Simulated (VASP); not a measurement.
# BaTiO3 (Amm2) in VASP: single point with r2SCAN

Aim: the single point of BaTiO3 with r2SCAN.

Everything below comes from runs of VASP 6.6.1. Logs are shortened: lines on timing, memory, paths and dates and some standing lists are left out, and cuts for length are marked.

## 1. The cell of the first run

Symmetry: Amm2, No. 38, orthorhombic system. The conventional cell has a = 3.972 Å, b = 5.781 Å, c = 5.832 Å, α = 90.00°, β = 90.00°, γ = 90.00°. Within 3.7 Å of Ba (site symmetry mm2) lie 12 O at 2.77 to 3.06 Å and 8 Ti at 3.45 to 3.61 Å. Within 2.4 Å of Ti (site symmetry mm2) lie 6 O at 1.85 to 2.27 Å. O (site symmetry mm2) has 2 Ti at 2.00 Å and 3 Ba at 2.77 to 2.89 Å and 8 O at 2.82 to 2.89 Å within 2.9 Å. Within 2.4 Å of O (site symmetry m) lie 2 Ti at 1.85 to 2.27 Å.

## 2. Single point, r2SCAN, collinear spin

Input file POSCAR:

```
BaTiO3
1.0
    3.9723905716      0.0000000000      0.0000000000
    0.0000000000      2.8905577598      2.9158992941
    0.0000000000     -2.8905577598      2.9158992941
Ba Ti O
1 1 3
Direct
    0.0000000000      0.0115969521      0.0115969521
    0.5000000000      0.5278060064      0.5278060064
    0.0000000000      0.4872863765      0.4872863765
    0.5000000000      0.4931620084      0.9763686566
    0.5000000000      0.9763686566      0.4931620084
```

Input file INCAR.step1:

```
SYSTEM = BaTiO3
PREC = Accurate ; ENCUT = 520
ISMEAR = 0 ; SIGMA = 0.02
LREAL = .False. ; LASPH = .True.
NELM = 150 ; ISPIN = 2
MAGMOM = 0 1 0 0 0 ; LMAXMIX = 4
NBANDS = 32 ; GGA = PE
ALGO = Normal ; EDIFF = 1E-4
LWAVE = .True. ; LCHARG = .False.
```

Input file INCAR.step2:

```
SYSTEM = BaTiO3
PREC = Accurate ; ENCUT = 520
EDIFF = 1E-6 ; ISMEAR = 0
SIGMA = 0.02 ; LREAL = .False.
LASPH = .True. ; NELM = 150
ALGO = Normal ; ISIF = 2
LWAVE = .False. ; LCHARG = .True.
ISPIN = 2 ; MAGMOM = 0 1 0 0 0
LORBIT = 11 ; LMAXMIX = 4
METAGGA = R2SCAN ; LMIXTAU = .True.
LELF = .True. ; LVHAR = .True.
NBANDS = 32 ; ISTART = 1
```

Input file KPOINTS:

```
regular mesh
0
Gamma
  8 8 8
  0 0 0
```

Potentials or basis: VASP PAW PBE potentials, release 64 (Ba_sv, Ti_sv, O).

Command:

```bash
$ cat potpaw_PBE.64/Ba_sv/POTCAR potpaw_PBE.64/Ti_sv/POTCAR potpaw_PBE.64/O/POTCAR > POTCAR
$ cp INCAR.step1 INCAR
$ mpirun -np 1 vasp_std > vasp.out
$ cp INCAR.step2 INCAR
$ mpirun -np 1 vasp_std > vasp.out
```

OUTCAR:

```text
SYSTEM = BaTiO3
   PREC = Accurate
   ENCUT = 520
   EDIFF = 1E-6
   ISMEAR = 0
   LREAL = .False.
   LASPH = .True.
   NELM = 150
   ISIF = 2
   ISPIN = 2
   LORBIT = 11
   METAGGA = R2SCAN
   ISTART = 1

 ion  position               nearest neighbor table
   1  0.000  0.012  0.012-   3 2.77   4 2.81   5 2.81   4 2.81   5 2.81   3 2.89   3 2.89   5 2.92
                             4 2.92   5 2.92   4 2.92   3 3.06   2 3.45   2 3.45   2 3.51   2 3.51
   2  0.500  0.528  0.528-   4 1.85   5 1.85   3 2.00   3 2.00   5 2.27   4 2.27   1 3.45   1 3.45
                             1 3.51   1 3.51   1 3.51   1 3.51   1 3.61   1 3.61
   3  0.000  0.487  0.487-   2 2.00   2 2.00   1 2.77   1 2.89   1 2.89   1 3.06
   4  0.500  0.493  0.976-   2 1.85   2 2.27   1 2.81   1 2.81   1 2.92   1 2.92
   5  0.500  0.976  0.493-   2 1.85   2 2.27   1 2.81   1 2.81   1 2.92   1 2.92

  LATTYP: Found a base centered orthorhombic cell.
 ALAT       =     5.7811155196
 B/A-ratio  =     1.0087670050
 C/A-ratio  =     0.6871321907

  Lattice vectors:

 A1 = (   0.0000000000,   2.8905577598,  -2.9158992941)
 A2 = (   0.0000000000,   2.8905577598,   2.9158992941)
 A3 = (   3.9723905716,   0.0000000000,   0.0000000000)

Analysis of symmetry for initial positions (statically):
=====================================================================
 Subroutine PRICEL returns:
 Original cell was already a primitive cell.

 Routine SETGRP: Setting up the symmetry group for a
 base centered orthorhombic supercell.

 Subroutine GETGRP returns: Found  4 space group operations
 (whereof  4 operations were pure point group operations)
 out of a pool of  8 trial point group operations.

The static configuration has the point symmetry C_2v.

Analysis of symmetry for dynamics (positions and initial velocities):
=====================================================================
 Subroutine PRICEL returns:
 Original cell was already a primitive cell.

 Routine SETGRP: Setting up the symmetry group for a
 base centered orthorhombic supercell.

 Subroutine GETGRP returns: Found  4 space group operations
 (whereof  4 operations were pure point group operations)
 out of a pool of  8 trial point group operations.

The dynamic configuration has the point symmetry C_2v.

Analysis of structural, dynamic, and magnetic symmetry:
=====================================================================
 Subroutine PRICEL returns:
 Original cell was already a primitive cell.

 Routine SETGRP: Setting up the symmetry group for a
 base centered orthorhombic supercell.

 Subroutine GETGRP returns: Found  4 space group operations
 (whereof  4 operations were pure point group operations)
 out of a pool of  8 trial point group operations.

The overall configuration has the point symmetry C_2v.

 Subroutine INISYM returns: Found  4 space group operations
 (whereof  4 operations are pure point group operations),
 and found     1 'primitive' translations

----------------------------------------------------------------------------------------

                                     Primitive cell

  volume of cell :      66.9632

  direct lattice vectors                    reciprocal lattice vectors
     3.972390572  0.000000000  0.000000000     0.251737583  0.000000000  0.000000000
     0.000000000  2.890557760  2.915899294     0.000000000  0.172976997  0.171473686
     0.000000000 -2.890557760  2.915899294     0.000000000 -0.172976997  0.171473686

  length of vectors
     3.972390572  4.105824260  4.105824260     0.251737583  0.243565733  0.243565733

  position of ions in fractional coordinates (direct lattice)
     0.000000000  0.011596952  0.011596952
     0.500000000  0.527806006  0.527806006
     0.000000000  0.487286377  0.487286377
     0.500000000  0.493162008  0.976368657
     0.500000000  0.976368657  0.493162008

  ion indices of the primitive-cell ions
   primitive index   ion index
                 1           1
                 2           2
                 3           3
                 4           4
                 5           5

[... 29 lines left out ...]
  0.125000  0.000000  0.000000      2.000000
  0.250000  0.000000  0.000000      2.000000
  0.375000  0.000000  0.000000      2.000000
  0.500000  0.000000  0.000000      1.000000
  0.000000  0.125000  0.000000      4.000000
[... 16 lines left out ...]
  0.250000  0.500000  0.000000      4.000000
  0.375000  0.500000  0.000000      4.000000
 [... further k-points ...]
   k-points           NKPTS =    105   k-points in BZ     NKDIM =    105   number of bands    NBANDS=     32
   number of dos      NEDOS =    301   number of ions     NIONS =      5
   total plane-waves  NPLWV =  30720
   dimension x,y,z NGX =    30 NGY =   32 NGZ =   32
   dimension x,y,z NGXF=    60 NGYF=   64 NGZF=   64
   ions per type =               1   1   3
   NGX,Y,Z   is equivalent  to a cutoff of  12.56, 12.96, 12.96 a.u.
   NGXF,Y,Z  is equivalent  to a cutoff of  25.11, 25.91, 25.91 a.u.
 SYSTEM =  BaTiO3
   PREC   = accura    normal or accurate (medium, high low for compatibility)
   ISTART =      1    job   : 0-new  1-cont  2-samecut
   ICHARG =      0    charge: 1-file 2-atom 10-const
   ISPIN  =      2    spin polarized calculation?
   LNONCOLLINEAR =      F non collinear calculations
   LSORBIT =      F    spin-orbit coupling
   LASPH  =      T    aspherical Exc in radial PAW
   ENCUT  =  520.0 eV  38.22 Ry    6.18 a.u.   7.39  7.63  7.63*2*pi/ulx,y,z
   NELM   =    150;   NELMIN=  2; NELMDL=  0     # of ELM steps
   EDIFF  = 0.1E-05   stopping-criterion for ELM
   LREAL  =      F    real-space projection
   EDIFFG = 0.1E-04   stopping-criterion for IOM
   NSW    =      0    number of steps for IOM
   IBRION =     -1    ionic relax: 0-MD 1-quasi-New 2-CG
   NFREE  =      0    steps in history (QN), initial steepest desc. (CG)
   ISIF   =      2    stress and relaxation
   ISYM   =      2    0-nonsym 1-usesym 2-fastsym
   POTIM  = 0.5000    time-step for ionic-motion
   TEBEG  =    0.0;   TEEND  =   0.0 temperature during run
   PSTRESS=    0.0 pullay stress
   NELECT =      40.0000    total number of electrons
   NUPDOWN=      -1.0000    fix difference up-down
   EMIN   =  10.00;   EMAX   =-10.00  energy-range for DOS
   EFERMI =   0.00;   METHOD = LEGACY
   ISMEAR =     0;   SIGMA  =   0.02  broadening in eV -4-tet -1-fermi 0-gaus
   EFERMI_NEDOS =   21; number of points for ismear=-14 and -15
   IALGO  =     38    algorithm
   IMIX   =      4    mixing-type and parameters
     AMIX     =   0.40;   BMIX     =  1.00
     AMIX_MAG =   1.60;   BMIX_MAG =  1.00
  volume/ion in A,a.u.               =      13.39        90.38
  Fermi-wavevector in a.u.,A,eV,Ry     =   1.378741  2.605443 25.863691  1.900928
  Thomas-Fermi vector in A             =   2.503775
   LORBIT       =     11    0 simple, 1 ext, 2 COOP (PROOUT), +10 PAW based schemes
   METAGGA = R2SCAN    functional components
   LHFCALC =     F    Hartree Fock is set to
   AEXX    =    0.0000 exact exchange contribution
   IVDW    =     0    specifies the selected vdW correction
   LEPSILON=     F    determine dielectric tensor
   LRPA    =     F    only Hartree local field effects (RPA)
 spin polarized calculation
 Gauss-broadening in eV      SIGMA  =   0.02
  energy-cutoff  :      520.00
  volume of cell :       66.96
 maximum number of plane-waves:      1823
 NGX is ok and might be reduce to    30
   NGX = 15   NGY = 15   NGZ = 15

 number of electron      39.9999986 magnetization      -0.0000000

 number of electron      39.9999986 magnetization       0.0000000

 Free energy of the ion-electron system (eV)
  ---------------------------------------------------
  ext. energy  EPLUGINS =         0.00000000
  ---------------------------------------------------
  free energy    TOTEN  =       -74.26359702 eV

  energy without entropy =      -74.26359702  energy(sigma->0) =      -74.26359702

 E-fermi :   3.3637     XC(G=0): -11.6441

 val. band max:        3.1948304833   @ k =   0.5000   0.5000   0.5000
 cond. band min:       5.9376503373   @ k =   0.0000   0.0000   0.0000
 fundamental gap:      2.7428198541
 Fermi energy:         3.3637150047

 spin component 1

 k-point     1 :       0.0000    0.0000    0.0000
  band No.  band energies     occupation
      1     -55.4038      1.00000
      2     -30.6335      1.00000
      3     -30.6321      1.00000
      4     -30.5426      1.00000
      5     -22.4463      1.00000
      6     -14.5606      1.00000
[... 829 lines left out ...]
     31      16.3212      0.00000
     32      16.6710      0.00000

 [... further k-points ...]

 spin component 2

 k-point     1 :       0.0000    0.0000    0.0000
  band No.  band energies     occupation
      1     -55.4038      1.00000
      2     -30.6335      1.00000
      3     -30.6321      1.00000
      4     -30.5426      1.00000
      5     -22.4463      1.00000
      6     -14.5606      1.00000
[... 829 lines left out ...]
     31      16.3212      0.00000
     32      16.6710      0.00000

 [... further k-points ...]

------------------------ aborting loop because EDIFF is reached ----------------------------------------

  FORCE on cell =-STRESS in cart. coord.  units (eV):
  Direction    XX          YY          ZZ          XY          YZ          ZX
  --------------------------------------------------------------------------------------
  -------------------------------------------------------------------------------------
  Total       -0.6016570     -0.5824676     -0.5968525      0.0000000      0.0000000      0.0000000
  in kB      -14.3953903    -13.9362601    -14.2804377      0.0000000      0.0000000      0.0000000
  external PRESSURE =     -14.2040294 kB  Pullay stress =       0.0000000 kB

 VOLUME and BASIS-vectors are now :
 -----------------------------------------------------------------------------
  energy-cutoff  :      520.00
  volume of cell :       66.96
      direct lattice vectors                 reciprocal lattice vectors
     3.972390572  0.000000000  0.000000000     0.251737583  0.000000000  0.000000000
     0.000000000  2.890557760  2.915899294     0.000000000  0.172976997  0.171473686
     0.000000000 -2.890557760  2.915899294     0.000000000 -0.172976997  0.171473686

 POSITION                                       TOTAL-FORCE (eV/Angst)
 -----------------------------------------------------------------------------------
      0.00000      0.00000      0.06763         0.000000      0.000000     -0.062880
      1.98620      0.00000      3.07806         0.000000      0.000000     -0.127410
      0.00000      0.00000      2.84176         0.000000      0.000000      0.081353
      1.98620     -1.39674      4.28500         0.000000      0.019197      0.054468
      1.98620      1.39674      4.28500         0.000000     -0.019197      0.054468
 -----------------------------------------------------------------------------------
    total drift:                                0.000000      0.000000     -0.000934

  FREE ENERGIE OF THE ION-ELECTRON SYSTEM (eV)
  ---------------------------------------------------
  free  energy   TOTEN  =       -74.2635970230 eV

  energy  without entropy=      -74.2635970230  energy(sigma->0) =      -74.26359702

 total charge

# of ion       s       p       d       tot
------------------------------------------
    1        2.015   5.662   0.281   7.958
    2        2.217   6.261   1.727  10.205
    3        1.566   3.492   0.000   5.058
    4        1.571   3.486   0.000   5.057
    5        1.571   3.486   0.000   5.057
--------------------------------------------------
tot          8.940  22.388   2.007  33.335

 magnetization (x)

# of ion       s       p       d       tot
------------------------------------------
    1        0.000  -0.000   0.000  -0.000
    2       -0.000  -0.000   0.000   0.000
    3        0.000   0.000   0.000   0.000
    4        0.000  -0.000   0.000  -0.000
    5        0.000  -0.000   0.000  -0.000
--------------------------------------------------
tot         -0.000  -0.000   0.000  -0.000
```

It took 15 min on 1 thread of Intel Xeon Platinum 8488C (Sapphire Rapids), shared host; peak memory 0.47 GiB.

Results:

```yaml
Free_energy: -74.2636 eV
Pressure: -1.4 GPa
Largest_force: 0.127 eV/Å
Band_gap_on_the_k_mesh: 2.74 eV (least direct gap 3.31 eV)
Net_moment: 0.00 μB per cell
Valence_electrons_inside_the_program's_atomic_spheres: Ba 7.96; Ti 10.21; O 5.06
```

Forces in eV/Å, atoms in the order of the input:
```
Ba   0.000  0.000 -0.063
Ti   0.000  0.000 -0.127
O    0.000  0.000  0.081
O    0.000  0.019  0.054
O    0.000 -0.019  0.054
```

Levels at points of the mesh, in eV from the valence-band top:
Spin up:
| k point | band 17 | band 18 | band 19 | band 20 | band 21 | band 22 | band 23 | band 24 |
| --- | --- | --- | --- | --- | --- | --- | --- | --- |
| (0.00, 0.00, 0.00) | -1.15 | -0.71 | -0.64 | -0.56 | 2.74 | 3.04 | 3.08 | 4.70 |
| (0.50, 0.00, 0.00) | -1.64 | -1.46 | -1.37 | -1.25 | 3.15 | 3.99 | 4.28 | 4.66 |
| (0.00, 0.50, 0.00) | -1.79 | -1.65 | -1.08 | -0.85 | 2.98 | 4.09 | 4.09 | 4.69 |
| (0.50, 0.50, 0.00) | -1.77 | -1.01 | -0.95 | -0.08 | 4.12 | 4.15 | 4.49 | 5.02 |
| (0.00, 0.50, 0.50) | -1.64 | -1.00 | -0.89 | -0.35 | 4.07 | 4.16 | 4.35 | 5.45 |
| (0.50, 0.50, 0.50) | -2.42 | -0.28 | -0.04 | 0.00 | 4.52 | 4.57 | 4.76 | 6.81 |
Spin down:
```csv
k point,band 16,band 17,band 18,band 19,band 20,band 21,band 22,band 23,band 24,band 25
"(0.00, 0.00, 0.00)",-1.42,-1.15,-0.71,-0.64,-0.56,2.74,3.04,3.08,4.70,4.76
"(0.50, 0.00, 0.00)",-2.19,-1.64,-1.46,-1.37,-1.25,3.15,3.99,4.28,4.66,6.03
"(0.00, 0.50, 0.00)",-1.88,-1.79,-1.65,-1.08,-0.85,2.98,4.09,4.09,4.69,6.32
"(0.50, 0.50, 0.00)",-2.58,-1.77,-1.01,-0.95,-0.08,4.12,4.15,4.49,5.02,7.88
"(0.00, 0.50, 0.50)",-2.59,-1.64,-1.00,-0.89,-0.35,4.07,4.16,4.35,5.45,7.72
"(0.50, 0.50, 0.50)",-2.47,-2.42,-0.28,-0.04,0.00,4.52,4.57,4.76,6.81,7.05
```

Caveat: the PAW data sets were made with another functional, which shifts forces and pressure a little; spin-orbit coupling is left out, which moves the levels of the heavy elements. A k mesh can miss the band edges.
